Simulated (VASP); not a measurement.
A run of VASP 6.6.1:

The input INCAR:

```
SYSTEM = SnO
PREC = Normal
ENCUT = 440
EDIFF = 1E-5
ISMEAR = -1
SIGMA = 0.3102
LREAL = Auto
LASPH = .True.
NELM = 120
ALGO = Normal
ISIF = 2
LWAVE = .False.
LCHARG = .False.
GGA = PE
IVDW = 12
NBANDS = 105
ISYM = -1
IBRION = 0
NSW = 40
POTIM = 2.0
TEBEG = 3600.0
TEEND = 3600.0
NELMIN = 4
RANDOM_SEED = 76999 0 0
MDALGO = 3
LANGEVIN_GAMMA = 5 5
GGA_COMPAT = .False.
MAXMIX = 40
```

Contents of KPOINTS:

```
explicit points
1
Reciprocal
  0.25000000   0.25000000   0.25000000 1
```

File POSCAR:

```
SnO
1.0
    7.0683230000      0.2449290000     -0.0865600000
    0.2449290000      7.2262760000      0.0985570000
   -0.0865600000      0.0985570000      7.1778850000
Sn O
9 9
Direct
    0.3360870388      0.6292424302      0.9977269545
    0.9682093617      0.9913231069      0.7197111385
    0.2882515094      0.3822586763      0.4527766369
    0.1794523263      0.9807283079      0.3317694349
    0.0122180854      0.2355138486      0.1158720527
    0.3874318982      0.1068358277      0.0133660151
    0.8636543066      0.6021168842      0.2367126659
    0.5108627756      0.0215879495      0.5714629163
    0.7127292611      0.4325792933      0.7676283723
    0.9631617319      0.9445959986      0.0412001401
    0.2873908718      0.0952177506      0.7231669855
    0.3483220018      0.5160872783      0.7565656772
    0.6447059623      0.4826908068      0.0739953076
    0.0382289974      0.1762102709      0.4816396465
    0.5557286033      0.4608896580      0.4259779689
    0.9579774871      0.7627977313      0.5472351082
    0.9307481302      0.4970431179      0.9498034457
    0.2994850735      0.3438544580      0.0247147642
```

Potentials or basis: VASP PAW PBE potentials, release 64 (Sn_d, O).

Run with:

```sh
$ cat potpaw_PBE.64/Sn_d/POTCAR potpaw_PBE.64/O/POTCAR > POTCAR
$ mpirun -np 1 vasp_std > vasp.out
```

Hardware: 1 thread of Intel(R) Xeon(R) 6975P-C (Granite Rapids) (shared host).

Estimate the wall time of this run.

It took 8.1 min on 1 thread of Intel(R) Xeon(R) 6975P-C (Granite Rapids), on a shared host, peak memory 0.31 GiB. Counts: scf iterations 297, k points 1, ion steps 40.
